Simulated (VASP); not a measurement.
# WS2 (P6_3/mmc) in VASP: notebook, part 2 of 3

VASP 6.6.1. The steps go on from the part before.

## 3. Single point, PBEsol

This run uses another cell than the first one, of 14.54 Å³/atom.

Contents of INCAR:

```
SYSTEM = WS2
ALGO     = Normal         ! electronic algorithm
EDIFF    = 1E-7           ! SCF threshold, eV
ENCUT    = 520            ! plane-wave cutoff, eV
GGA      = PS             ! functional
ISIF     = 2              ! what is computed and relaxed
ISMEAR   = -1             ! smearing method
LASPH    = .True.         ! aspherical terms in the spheres
LCHARG   = .False.        ! write CHGCAR
LREAL    = .False.        ! projectors in reciprocal space
LWAVE    = .False.        ! write WAVECAR
NBANDS   = 35             ! bands
NELM     = 60             ! most SCF steps
PREC     = Accurate       ! precision mode
SIGMA    = 0.05           ! smearing width, eV
```

Contents of KPOINTS:

```
k-points
0
Gamma
  10 10 3
  0 0 0
```

Contents of POSCAR:

```
WS2
1.0
    3.0207745649      0.0000000000      0.0000000000
   -1.5103872825      2.6160675123      0.0000000000
    0.0000000000      0.0000000000     11.0422663056
W S
2 4
Direct
    0.6666666667      0.3333333333      0.7500000000
    0.3333333333      0.6666666667      0.2500000000
    0.6666666667      0.3333333333      0.3933626300
    0.3333333333      0.6666666667      0.8933626300
    0.6666666667      0.3333333333      0.1066373700
    0.3333333333      0.6666666667      0.6066373700
```

Potentials or basis: VASP PAW PBE potentials, release 64 (W_sv, S).

Launch:

```bash
> cat potpaw_PBE.64/W_sv/POTCAR potpaw_PBE.64/S/POTCAR > POTCAR
> mpirun -np 1 vasp_std > vasp.out
```

OUTCAR:

```text
SYSTEM = WS2
   EDIFF = 1E-7
   ENCUT = 520
   GGA = PS
   ISIF = 2
   ISMEAR = -1
   LASPH = .True.
   LREAL = .False.
   NELM = 60
   PREC = Accurate

 ion  position               nearest neighbor table
   1  0.667  0.333  0.750-   4 2.36   6 2.36   4 2.36   6 2.36   4 2.36   6 2.36
   2  0.333  0.667  0.250-   3 2.36   5 2.36   3 2.36   5 2.36   3 2.36   5 2.36
   3  0.667  0.333  0.393-   2 2.36   2 2.36   2 2.36
   4  0.333  0.667  0.893-   1 2.36   1 2.36   1 2.36
   5  0.667  0.333  0.107-   2 2.36   2 2.36   2 2.36
   6  0.333  0.667  0.607-   1 2.36   1 2.36   1 2.36

  LATTYP: Found a hexagonal cell.
 ALAT       =     3.0207745649
 C/A-ratio  =     3.6554420293

  Lattice vectors:

 A1 = (   3.0207745649,   0.0000000000,   0.0000000000)
 A2 = (  -1.5103872825,   2.6160675123,   0.0000000000)
 A3 = (   0.0000000000,   0.0000000000,  11.0422663056)

Analysis of symmetry for initial positions (statically):
=====================================================================
 Subroutine PRICEL returns:
 Original cell was already a primitive cell.

 Routine SETGRP: Setting up the symmetry group for a
 hexagonal supercell.

 Subroutine GETGRP returns: Found 24 space group operations
 (whereof 12 operations were pure point group operations)
 out of a pool of 24 trial point group operations.

The static configuration has the point symmetry D_3d.
 The point group associated with its full space group is D_6h.

Analysis of symmetry for dynamics (positions and initial velocities):
=====================================================================
 Subroutine PRICEL returns:
 Original cell was already a primitive cell.

 Routine SETGRP: Setting up the symmetry group for a
 hexagonal supercell.

 Subroutine GETGRP returns: Found 24 space group operations
[... 129 lines left out ...]
   IALGO  =     38    algorithm
   IMIX   =      4    mixing-type and parameters
     AMIX     =   0.40;   BMIX     =  1.00
     AMIX_MAG =   1.60;   BMIX_MAG =  1.00
  volume/ion in A,a.u.               =      14.54        98.15
  Fermi-wavevector in a.u.,A,eV,Ry     =   1.377635  2.603352 25.822195  1.897878
  Thomas-Fermi vector in A             =   2.502770
   LORBIT       =      0    0 simple, 1 ext, 2 COOP (PROOUT), +10 PAW based schemes
   GGA     = PS    functional components
   LHFCALC =     F    Hartree Fock is set to
   AEXX    =    0.0000 exact exchange contribution
   IVDW    =     0    specifies the selected vdW correction
   LEPSILON=     F    determine dielectric tensor
   LRPA    =     F    only Hartree local field effects (RPA)
 non-spin polarized calculation
  energy-cutoff  :      520.00
  volume of cell :       87.26
 maximum number of plane-waves:      2381
 NGX is ok and might be reduce to    24
   NGX = 11   NGY = 11   NGZ = 41

 number of electron      52.0000004 magnetization

 Free energy of the ion-electron system (eV)
  ---------------------------------------------------
  ext. energy  EPLUGINS =         0.00000000
  ---------------------------------------------------
  free energy    TOTEN  =       -49.63588797 eV

  energy without entropy =      -49.63509346  energy(sigma->0) =      -49.63549072

 E-fermi :  10.5956     XC(G=0): -12.3371

 val. band max:       10.5418500865   @ k =   0.0000   0.0000   0.0000
 cond. band min:      10.7395253835   @ k =   0.2000   0.2000   0.0000
 fundamental gap:      0.1976752969
 Fermi energy:        10.5955745850

 k-point     1 :       0.0000    0.0000    0.0000
  band No.  band energies     occupation
      1     -64.2419      2.00000
      2     -64.2418      2.00000
      3     -28.6478      2.00000
      4     -28.6473      2.00000
      5     -28.2942      2.00000
      6     -28.2942      2.00000
[... 901 lines left out ...]
     34      14.6275      0.00000
     35      15.6704      0.00000

 [... further k-points ...]

------------------------ aborting loop because EDIFF is reached ----------------------------------------

  FORCE on cell =-STRESS in cart. coord.  units (eV):
  Direction    XX          YY          ZZ          XY          YZ          ZX
  --------------------------------------------------------------------------------------
  -------------------------------------------------------------------------------------
  Total       11.0230455     11.0230455     11.0569208     -0.0000000      0.0000000      0.0000000
  in kB      202.3889056    202.3889056    203.0108745     -0.0000000      0.0000000      0.0000000
  external PRESSURE =     202.5962286 kB  Pullay stress =       0.0000000 kB

 VOLUME and BASIS-vectors are now :
 -----------------------------------------------------------------------------
  energy-cutoff  :      520.00
  volume of cell :       87.26
      direct lattice vectors                 reciprocal lattice vectors
     3.020774565  0.000000000  0.000000000     0.331040923  0.191126566  0.000000000
    -1.510387282  2.616067512  0.000000000     0.000000000  0.382253132  0.000000000
     0.000000000  0.000000000 11.042266306     0.000000000  0.000000000  0.090561120

 POSITION                                       TOTAL-FORCE (eV/Angst)
 -----------------------------------------------------------------------------------
      1.51039      0.87202      8.28170         0.000000     -0.000000      0.000000
     -0.00000      1.74405      2.76057        -0.000000     -0.000000      0.000000
      1.51039      0.87202      4.34361         0.000000      0.000000      0.017183
     -0.00000      1.74405      9.86475        -0.000000      0.000000      0.017183
      1.51039      0.87202      1.17752         0.000000      0.000000     -0.017183
     -0.00000      1.74405      6.69865        -0.000000      0.000000     -0.017183
 -----------------------------------------------------------------------------------
    total drift:                               -0.000000      0.000000     -0.000000

  FREE ENERGIE OF THE ION-ELECTRON SYSTEM (eV)
  ---------------------------------------------------
  free  energy   TOTEN  =       -49.6358879682 eV

  energy  without entropy=      -49.6350934635  energy(sigma->0) =      -49.63549072
```

It took 40 s on 1 thread of AMD EPYC 9R45 (Zen 5), shared host; peak memory 0.21 GiB.

Results:

```
Free energy            : -49.6359 eV
Pressure               : 20.3 GPa
Largest force          : 0.017 eV/Å
Band gap on the k mesh : 0.20 eV (least direct gap 1.62 eV)
```

Forces in eV/Å, atoms in the order of the input:
```
W    0.000  0.000  0.000
W    0.000  0.000  0.000
S    0.000  0.000  0.017
S    0.000  0.000  0.017
S    0.000  0.000 -0.017
S    0.000  0.000 -0.017
```

Levels at points of the mesh, in eV from the valence-band top:
```
           k point  band 23  band 24  band 25  band 26  band 27  band 28  band 29  band 30
(0.00, 0.00, 0.00)    -2.34    -2.30    -0.83     0.00     1.83     1.83     2.13     2.13
(0.50, 0.00, 0.00)    -2.58    -2.55    -2.07    -1.71     2.09     2.47     2.60     2.80
```

Caveat: the cell stands under pressure; the PAW data sets were made with another functional, which shifts forces and pressure a little; spin-orbit coupling is left out, which moves the levels of the heavy elements. A k mesh can miss the band edges.

[end of part 2 of 3]

The gap in the log of VASP goes by the Fermi energy; the results here count the filled bands.